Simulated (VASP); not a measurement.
# Ga (C2/m) in VASP: notebook

Runs on Ga. Level: PBEsol. Tasks: single point.

Program: VASP 6.6.1. These are calculated values, not measurements. Logs are shortened: lines on timing, memory, paths and dates and some standing lists are left out, and cuts for length are marked.

## (1) The cell of the first run

It takes space group C2/m (No. 12, monoclinic). The conventional cell has a = 8.130 Å, b = 2.900 Å, c = 3.170 Å, α = 90.00°, β = 90.00°, γ = 90.00°. Within 3.2 Å of Ga (site symmetry m) lie 10 Ga at 2.46 to 3.17 Å.

## (2) Single point, PBEsol

Input file INCAR:

```
ALGO = Normal
EDIFF = 1E-6
ENCUT = 400
GGA = PS
GGA_COMPAT = F
ISIF = 2
ISMEAR = -1
LASPH = T
LCHARG = F
LREAL = F
LWAVE = F
NBANDS = 20
NELM = 120
PREC = Accurate
SIGMA = 0.05
```

Input file KPOINTS:

```
k-points
0
Gamma
  8 8 7
```

Input file POSCAR:

```
Ga
1.0
    1.4500000000     -4.0650000000      0.0000000000
    1.4500000000      4.0650000000      0.0000000000
    0.0000000000      0.0000000000      3.1700000000
Ga
2
Direct
    0.8637138991      0.1362861009      0.4166567823
    0.1362861009      0.8637138991      0.7500100946
```

Potentials or basis: VASP PAW PBE potentials, release 64 (Ga_d).

Launch:

```sh
cat potpaw_PBE.64/Ga_d/POTCAR > POTCAR
mpirun -np 1 vasp_std > vasp.out
```

OUTCAR:

```text
EDIFF = 1E-6
   ENCUT = 400
   GGA = PS
   ISIF = 2
   ISMEAR = -1
   LASPH = T
   LREAL = F
   NELM = 120
   PREC = Accurate

 ion  position               nearest neighbor table
   1  0.864  0.136  0.417-   2 2.46   2 2.58   2 2.58
   2  0.136  0.864  0.750-   1 2.46   1 2.58   1 2.58

  LATTYP: Found a base centered orthorhombic cell.
 ALAT       =     2.9000000000
 B/A-ratio  =     2.8034482759
 C/A-ratio  =     1.0931034483

  Lattice vectors:

 A1 = (   1.4500000000,  -4.0650000000,   0.0000000000)
 A2 = (   1.4500000000,   4.0650000000,   0.0000000000)
 A3 = (   0.0000000000,   0.0000000000,   3.1700000000)

Analysis of symmetry for initial positions (statically):
=====================================================================
 Subroutine PRICEL returns:
 Original cell was already a primitive cell.

 Routine SETGRP: Setting up the symmetry group for a
 base centered orthorhombic supercell.

 Subroutine GETGRP returns: Found  4 space group operations
 (whereof  2 operations were pure point group operations)
 out of a pool of  8 trial point group operations.

The static configuration has the point symmetry C_1h.
 The point group associated with its full space group is C_2h.

Analysis of symmetry for dynamics (positions and initial velocities):
=====================================================================
 Subroutine PRICEL returns:
 Original cell was already a primitive cell.

 Routine SETGRP: Setting up the symmetry group for a
 base centered orthorhombic supercell.

 Subroutine GETGRP returns: Found  4 space group operations
 (whereof  2 operations were pure point group operations)
 out of a pool of  8 trial point group operations.

The dynamic configuration has the point symmetry C_1h.
 The point group associated with its full space group is C_2h.

 Subroutine INISYM returns: Found  4 space group operations
 (whereof  2 operations are pure point group operations),
 and found     1 'primitive' translations

----------------------------------------------------------------------------------------

                                     Primitive cell

  volume of cell :      37.3695

  direct lattice vectors                    reciprocal lattice vectors
     1.450000000 -4.065000000  0.000000000     0.344827586 -0.123001230  0.000000000
     1.450000000  4.065000000  0.000000000     0.344827586  0.123001230  0.000000000
     0.000000000  0.000000000  3.170000000     0.000000000  0.000000000  0.315457413

  length of vectors
     4.315868974  4.315868974  3.170000000     0.366108409  0.366108409  0.315457413

  position of ions in fractional coordinates (direct lattice)
     0.863713899  0.136286101  0.416656782
     0.136286101  0.863713899  0.750010095

  ion indices of the primitive-cell ions
   primitive index   ion index
                 1           1
                 2           2

----------------------------------------------------------------------------------------

 KPOINTS: k-points

Automatic generation of k-mesh.
 Grid dimensions read from file:
 generate k-points for:    8    8    7

 Generating k-lattice:

  Cartesian coordinates                     Fractional coordinates (reciprocal lattice)
     0.043103448 -0.015375154  0.000000000     0.125000000  0.000000000  0.000000000
     0.043103448  0.015375154  0.000000000     0.000000000  0.125000000  0.000000000
     0.000000000  0.000000000  0.045065345     0.000000000  0.000000000  0.142857143

  Length of vectors
     0.045763551  0.045763551  0.045065345

  Shift w.r.t. Gamma in fractional coordinates (k-lattice)
     0.000000000  0.000000000  0.000000000

 Subroutine IBZKPT returns following result:
 ===========================================

 Found    129 irreducible k-points:

 Following reciprocal coordinates:
            Coordinates               Weight
  0.000000  0.000000  0.000000      1.000000
  0.125000 -0.000000  0.000000      4.000000
  0.250000 -0.000000  0.000000      4.000000
  0.375000 -0.000000  0.000000      4.000000
  0.500000 -0.000000  0.000000      2.000000
  0.125000  0.125000  0.000000      2.000000
[... 16 lines left out ...]
  0.125000 -0.000000  0.142857      4.000000
 -0.125000  0.000000  0.142857      4.000000
 [... further k-points ...]
   k-points           NKPTS =    129   k-points in BZ     NKDIM =    129   number of bands    NBANDS=     20
   number of dos      NEDOS =    301   number of ions     NIONS =      2
   total plane-waves  NPLWV =  18816
   dimension x,y,z NGX =    28 NGY =   28 NGZ =   24
   dimension x,y,z NGXF=    56 NGYF=   56 NGZF=   48
   ions per type =               2
   NGX,Y,Z   is equivalent  to a cutoff of  10.79, 10.79, 12.59 a.u.
   NGXF,Y,Z  is equivalent  to a cutoff of  21.57, 21.57, 25.17 a.u.
 SYSTEM =  unknown system
   PREC   = accura    normal or accurate (medium, high low for compatibility)
   ISTART =      0    job   : 0-new  1-cont  2-samecut
   ICHARG =      2    charge: 1-file 2-atom 10-const
   ISPIN  =      1    spin polarized calculation?
   LNONCOLLINEAR =      F non collinear calculations
   LSORBIT =      F    spin-orbit coupling
   LASPH  =      T    aspherical Exc in radial PAW
   ENCUT  =  400.0 eV  29.40 Ry    5.42 a.u.   7.04  7.04  5.17*2*pi/ulx,y,z
   NELM   =    120;   NELMIN=  2; NELMDL= -5     # of ELM steps
   EDIFF  = 0.1E-05   stopping-criterion for ELM
   LREAL  =      F    real-space projection
   EDIFFG = 0.1E-04   stopping-criterion for IOM
   NSW    =      0    number of steps for IOM
   IBRION =     -1    ionic relax: 0-MD 1-quasi-New 2-CG
   NFREE  =      0    steps in history (QN), initial steepest desc. (CG)
   ISIF   =      2    stress and relaxation
   ISYM   =      2    0-nonsym 1-usesym 2-fastsym
   POTIM  = 0.5000    time-step for ionic-motion
   TEBEG  =    0.0;   TEEND  =   0.0 temperature during run
   PSTRESS=    0.0 pullay stress
   NELECT =      26.0000    total number of electrons
   NUPDOWN=      -1.0000    fix difference up-down
   EMIN   =  10.00;   EMAX   =-10.00  energy-range for DOS
   EFERMI =   0.00;   METHOD = LEGACY
   ISMEAR =    -1;   SIGMA  =   0.05  broadening in eV -4-tet -1-fermi 0-gaus
   EFERMI_NEDOS =   21; number of points for ismear=-14 and -15
   IALGO  =     38    algorithm
   IMIX   =      4    mixing-type and parameters
     AMIX     =   0.40;   BMIX     =  1.00
     AMIX_MAG =   1.60;   BMIX_MAG =  1.00
  volume/ion in A,a.u.               =      18.68       126.09
  Fermi-wavevector in a.u.,A,eV,Ry     =   1.450641  2.741314 28.631555  2.104360
  Thomas-Fermi vector in A             =   2.568230
   LORBIT       =      0    0 simple, 1 ext, 2 COOP (PROOUT), +10 PAW based schemes
   GGA     = PS    functional components
   LHFCALC =     F    Hartree Fock is set to
   AEXX    =    0.0000 exact exchange contribution
   IVDW    =     0    specifies the selected vdW correction
   LEPSILON=     F    determine dielectric tensor
   LRPA    =     F    only Hartree local field effects (RPA)
 non-spin polarized calculation
  energy-cutoff  :      400.00
  volume of cell :       37.37
 maximum number of plane-waves:       690
   NGX = 15   NGY = 15   NGZ = 11

 number of electron      25.9999983 magnetization

 Free energy of the ion-electron system (eV)
  ---------------------------------------------------
  ext. energy  EPLUGINS =         0.00000000
  ---------------------------------------------------
  free energy    TOTEN  =        -6.48982408 eV

  energy without entropy =       -6.48346476  energy(sigma->0) =       -6.48664442

 E-fermi :   5.3589     XC(G=0): -11.1152

 val. band max:        5.3385861807   @ k =   0.1250  -0.1250   0.1429
 cond. band min:       5.3788057791   @ k =   0.3750   0.3750   0.2857
 fundamental gap:      0.0402195984
 Fermi energy:         5.3589155916

 k-point     1 :       0.0000    0.0000    0.0000
  band No.  band energies     occupation
      1      -9.7226      2.00000
      2      -9.7014      2.00000
      3      -9.6319      2.00000
      4      -9.5636      2.00000
      5      -9.5280      2.00000
      6      -9.4552      2.00000
[... 12 lines left out ...]
     19      17.2625      0.00000
     20      18.5043      0.00000

 k-point     2 :       0.1250   -0.0000    0.0000
  band No.  band energies     occupation
      1      -9.7207      2.00000
      2      -9.6768      2.00000
      3      -9.6312      2.00000
      4      -9.5425      2.00000
      5      -9.5252      2.00000
      6      -9.4694      2.00000
[... 12 lines left out ...]
     19      18.1741      0.00000
     20      19.5164      0.00000

 k-point     3 :       0.2500   -0.0000    0.0000
  band No.  band energies     occupation
      1      -9.7185      2.00000
      2      -9.6553      2.00000
      3      -9.6231      2.00000
      4      -9.5695      2.00000
      5      -9.5290      2.00000
      6      -9.4476      2.00000
[... 12 lines left out ...]
     19      18.2495      0.00000
     20      20.6613      0.00000

 k-point     4 :       0.3750   -0.0000    0.0000
  band No.  band energies     occupation
      1      -9.7175      2.00000
      2      -9.6738      2.00000
      3      -9.6368      2.00000
      4      -9.6111      2.00000
      5      -9.5308      2.00000
      6      -9.4476      2.00000
[... 12 lines left out ...]
     19      17.7958      0.00000
     20      18.7533      0.00000

 k-point     5 :       0.5000   -0.0000    0.0000
  band No.  band energies     occupation
      1      -9.7193      2.00000
      2      -9.6764      2.00000
      3      -9.6535      2.00000
      4      -9.6410      2.00000
      5      -9.5081      2.00000
      6      -9.4587      2.00000
[... 12 lines left out ...]
     19      16.9904      0.00000
     20      17.0417      0.00000
[... 353 lines left out ...]
      6      -9.4243      2.00000
[... 12 lines left out ...]
     19      15.7029      0.00000
     20      15.9990      0.00000

 k-point    22 :       0.0000    0.0000    0.1429
  band No.  band energies     occupation
      1      -9.7296      2.00000
      2      -9.6874      2.00000
      3      -9.6167      2.00000
      4      -9.5727      2.00000
      5      -9.5072      2.00000
      6      -9.4730      2.00000
[... 12 lines left out ...]
     19      16.4119      0.00000
     20      16.9822      0.00000

 k-point    23 :       0.1250   -0.0000    0.1429
  band No.  band energies     occupation
      1      -9.7320      2.00000
      2      -9.6546      2.00000
      3      -9.6201      2.00000
      4      -9.5340      2.00000
      5      -9.5255      2.00000
      6      -9.4902      2.00000
[... 12 lines left out ...]
     19      17.2651      0.00000
     20      19.5597      0.00000

 k-point    24 :      -0.1250    0.0000    0.1429
  band No.  band energies     occupation
      1      -9.7148      2.00000
      2      -9.6745      2.00000
      3      -9.6338      2.00000
      4      -9.5557      2.00000
      5      -9.5033      2.00000
      6      -9.4669      2.00000
[... 12 lines left out ...]
     19      17.3125      0.00000
     20      19.7478      0.00000

 [... further k-points ...]

------------------------ aborting loop because EDIFF is reached ----------------------------------------

  FORCE on cell =-STRESS in cart. coord.  units (eV):
  Direction    XX          YY          ZZ          XY          YZ          ZX
  --------------------------------------------------------------------------------------
  -------------------------------------------------------------------------------------
  Total       -0.2008289      1.4891314     -0.5760031      0.0000000     -0.0079936      0.0000000
  in kB       -8.6103152     63.8448389    -24.6954876      0.0000000     -0.3427149      0.0000000
  external PRESSURE =      10.1796787 kB  Pullay stress =       0.0000000 kB

 VOLUME and BASIS-vectors are now :
 -----------------------------------------------------------------------------
  energy-cutoff  :      400.00
  volume of cell :       37.37
      direct lattice vectors                 reciprocal lattice vectors
     1.450000000 -4.065000000  0.000000000     0.344827586 -0.123001230  0.000000000
     1.450000000  4.065000000  0.000000000     0.344827586  0.123001230  0.000000000
     0.000000000  0.000000000  3.170000000     0.000000000  0.000000000  0.315457413

 POSITION                                       TOTAL-FORCE (eV/Angst)
 -----------------------------------------------------------------------------------
      1.45000     -2.95699      1.32080         0.000000     -0.016141     -0.562570
      1.45000      2.95699      2.37753         0.000000      0.016141      0.562570
 -----------------------------------------------------------------------------------
    total drift:                                0.000000      0.000000     -0.000000

  FREE ENERGIE OF THE ION-ELECTRON SYSTEM (eV)
  ---------------------------------------------------
  free  energy   TOTEN  =        -6.4898240850 eV

  energy  without entropy=       -6.4834647610  energy(sigma->0) =       -6.48664442
```

Wall time 27 s (1 thread of Intel Xeon 6975P-C (Granite Rapids), shared host); peak memory 0.18 GiB.

Results:

- Free energy: -6.4898 eV
- Pressure: 1.0 GPa
- Largest force: 0.563 eV/Å
- Band gap on the k mesh: zero (band 13 reaches 10.29 eV, above the bottom of band 14 at 2.78 eV)

Forces in eV/Å, atoms in the order of the input:
```
Ga   0.000 -0.016 -0.563
Ga   0.000  0.016  0.563
```

Stress tensor (GPa, compression positive):
```
-0.86  0.00  0.00
 0.00  6.38 -0.03
 0.00 -0.03 -2.47
```

Caveat: the PAW data sets were made with another functional, which shifts forces and pressure a little.

## (3) Single point, PBEsol

Input file INCAR:

```
SYSTEM = Ga
ALGO = Normal ; EDIFF = 1E-6
ENCUT = 400 ; GGA = PS
GGA_COMPAT = .False. ; ISIF = 2
ISMEAR = -1 ; LASPH = .True.
LCHARG = .False. ; LREAL = .False.
LWAVE = .False. ; NBANDS = 20
NELM = 120 ; PREC = Accurate
SIGMA = 0.05
```

Input file KPOINTS:

```
k-points
0
Gamma
  8 8 7
  0 0 0
```

Input file POSCAR:

```
Ga
1.0
    1.4500000000     -4.0650000000      0.0000000000
    1.4500000000      4.0650000000      0.0000000000
    0.0000000000      0.0000000000      3.1700000000
Ga
2
Direct
    0.8629837638      0.1370162362      0.5833088328
    0.1370162362      0.8629837638      0.7500246057
```

Potentials or basis: VASP PAW PBE potentials, release 64 (Ga_d).

Launch:

```sh
cat potpaw_PBE.64/Ga_d/POTCAR > POTCAR
mpirun -np 1 vasp_std > vasp.out
```

OUTCAR:

```text
SYSTEM = Ga
   EDIFF = 1E-6
   ENCUT = 400
   GGA = PS
   ISIF = 2
   ISMEAR = -1
   LASPH = .True.
   LREAL = .False.
   NELM = 120
   PREC = Accurate

 ion  position               nearest neighbor table
   1  0.863  0.137  0.583-   2 2.29   2 2.40   2 2.40
   2  0.137  0.863  0.750-   1 2.29   1 2.40   1 2.40

  LATTYP: Found a base centered orthorhombic cell.
 ALAT       =     2.9000000000
 B/A-ratio  =     2.8034482759
 C/A-ratio  =     1.0931034483

  Lattice vectors:

 A1 = (   1.4500000000,  -4.0650000000,   0.0000000000)
 A2 = (   1.4500000000,   4.0650000000,   0.0000000000)
 A3 = (   0.0000000000,   0.0000000000,   3.1700000000)

Analysis of symmetry for initial positions (statically):
=====================================================================
 Subroutine PRICEL returns:
 Original cell was already a primitive cell.

 Routine SETGRP: Setting up the symmetry group for a
 base centered orthorhombic supercell.

 Subroutine GETGRP returns: Found  4 space group operations
 (whereof  2 operations were pure point group operations)
 out of a pool of  8 trial point group operations.

The static configuration has the point symmetry C_1h.
 The point group associated with its full space group is C_2h.
[... 158 lines left out ...]

  energy without entropy =       -6.10907402  energy(sigma->0) =       -6.11250707

 E-fermi :   5.3754     XC(G=0): -11.0326

 val. band max:        5.3690411204   @ k =   0.5000  -0.2500   0.4286
 cond. band min:       5.3833963949   @ k =   0.2500   0.1250   0.4286
 fundamental gap:      0.0143552745
 Fermi energy:         5.3754381793

 k-point     1 :       0.0000    0.0000    0.0000
  band No.  band energies     occupation
      1     -10.0157      2.00000
      2      -9.9585      2.00000
      3      -9.8673      2.00000
      4      -9.8431      2.00000
      5      -9.7117      2.00000
      6      -9.6728      2.00000
[... 541 lines left out ...]
     19      17.4491      0.00000
     20      19.6508      0.00000

 [... further k-points ...]

------------------------ aborting loop because EDIFF is reached ----------------------------------------

  FORCE on cell =-STRESS in cart. coord.  units (eV):
  Direction    XX          YY          ZZ          XY          YZ          ZX
  --------------------------------------------------------------------------------------
  -------------------------------------------------------------------------------------
  Total        1.3841438      4.9266269     -0.7723181      0.0000000      0.0001594      0.0000000
  in kB       59.3436119    211.2236014    -33.1122726      0.0000000      0.0068344      0.0000000
  external PRESSURE =      79.1516469 kB  Pullay stress =       0.0000000 kB

 VOLUME and BASIS-vectors are now :
 -----------------------------------------------------------------------------
  energy-cutoff  :      400.00
  volume of cell :       37.37
      direct lattice vectors                 reciprocal lattice vectors
     1.450000000 -4.065000000  0.000000000     0.344827586 -0.123001230  0.000000000
     1.450000000  4.065000000  0.000000000     0.344827586  0.123001230  0.000000000
     0.000000000  0.000000000  3.170000000     0.000000000  0.000000000  0.315457413

 POSITION                                       TOTAL-FORCE (eV/Angst)
 -----------------------------------------------------------------------------------
      1.45000     -2.95106      1.84909         0.000000     -0.013321     -0.699066
      1.45000      2.95106      2.37758         0.000000      0.013321      0.699066
 -----------------------------------------------------------------------------------
    total drift:                                0.000000      0.000000     -0.000000

  FREE ENERGIE OF THE ION-ELECTRON SYSTEM (eV)
  ---------------------------------------------------
  free  energy   TOTEN  =        -6.1159401174 eV

  energy  without entropy=       -6.1090740158  energy(sigma->0) =       -6.11250707
```

stdout:

```text
POSCAR found type information on POSCAR Ga
 POSCAR found :  1 types and       2 ions
 scaLAPACK will be used
 -----------------------------------------------------------------------------
|                                                                             |
|                                                                             |
|     You enforced a specific xc type in the INCAR file but a different       |
|     I HOPE YOU KNOW WHAT YOU ARE DOING!                                     |
|                                                                             |
 -----------------------------------------------------------------------------

 LDA part: xc-table for (Slater+PW92), standard interpolation
 POSCAR, INCAR and KPOINTS ok, starting setup
 FFT: planning ... GRIDC
 FFT: planning ... GRID_SOFT
 FFT: planning ... GRID
 WAVECAR not read
 entering main loop
```

It took 24 s on 1 thread of Intel Xeon 6975P-C (Granite Rapids), shared host; peak memory 0.18 GiB.

What came out:

```yaml
Free_energy: -6.1159 eV
Pressure: 7.9 GPa
Largest_force: 0.699 eV/Å
Band_gap_on_the_k_mesh: zero (band 13 reaches 10.27 eV, above the bottom of band 14 at 3.47 eV)
```

Forces in eV/Å, atoms in the order of the input:
```
Ga   0.000 -0.013 -0.699
Ga   0.000  0.013  0.699
```

Caveat: the PAW data sets were made with another functional, which shifts forces and pressure a little.

(Part 1 of 2 ends here.)
